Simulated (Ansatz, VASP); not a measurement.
Ba: VASP beside Ansatz

INCAR

```
SYSTEM = Ba
PREC     = Accurate       ! precision mode
ENCUT    = 520            ! plane-wave cutoff, eV
EDIFF    = 1E-7           ! SCF threshold, eV
ISMEAR   = 0              ! smearing method
SIGMA    = 0.1            ! smearing width, eV
LREAL    = .FALSE.        ! projectors in reciprocal space
LASPH    = .TRUE.         ! aspherical terms in the spheres
NELM     = 100            ! most SCF steps
ALGO     = Normal         ! electronic algorithm
ISIF     = 2              ! what is computed and relaxed
LWAVE    = .FALSE.        ! write WAVECAR
LCHARG   = .FALSE.        ! write CHGCAR
GGA      = PS             ! functional
NBANDS   = 11             ! bands
```

The input KPOINTS:

```
Automatic mesh
0
G
  12 12 12
  0 0 0
```

File POSCAR:

```
Ba
1.0
    0.0000000000      3.3154781414      3.3154781414
    3.3154781414      0.0000000000      3.3154781414
    3.3154781414      3.3154781414      0.0000000000
Ba
1
Direct
    0.0000000000      0.0000000000      0.0000000000
```

Input for Ansatz:

```yaml
crystal:
  lattice:
    - [0.0, 3.3154781414, 3.3154781414]
    - [3.3154781414, 0.0, 3.3154781414]
    - [3.3154781414, 3.3154781414, 0.0]
  atoms:
    - { symbol: Ba, position: [0.0, 0.0, 0.0] }
basis:
  ecutwfc: 420
kpoints:
  mp_grid: { grid: [12, 12, 12] }
hamiltonian:
  xc: pbesol
scf:
  occupations: { method: gaussian, width: 0.1 }
output:
  forces: true
  stress: true
  eigenvalues: true
```

Alike in both runs: task single point; functional PBEsol; k mesh 12 × 12 × 12; occupations gaussian, width 0.1 eV; no spin polarisation.

|  | VASP | Ansatz |
| --- | --- | --- |
| version | VASP 6.6.1 | Ansatz 0.2.0 |
| potentials or method | VASP PAW PBE potentials, release 64 (Ba_sv), cutoff 520 eV | scalar-relativistic, plane waves, PAW |
| valence electrons in the cell | 10 | 10 |

|  | VASP | Ansatz | Ansatz less VASP |
| --- | --- | --- | --- |
| gap on the k mesh at the Fermi level (eV) | none | none | - |
| pressure (GPa) | -1.4 | -1.4 | -0.02 |

VASP's potentials were made for PBE, not for PBEsol. A gap of «none» marks a metal or a gap that the smearing closes.

Neither program's run includes spin-orbit coupling.
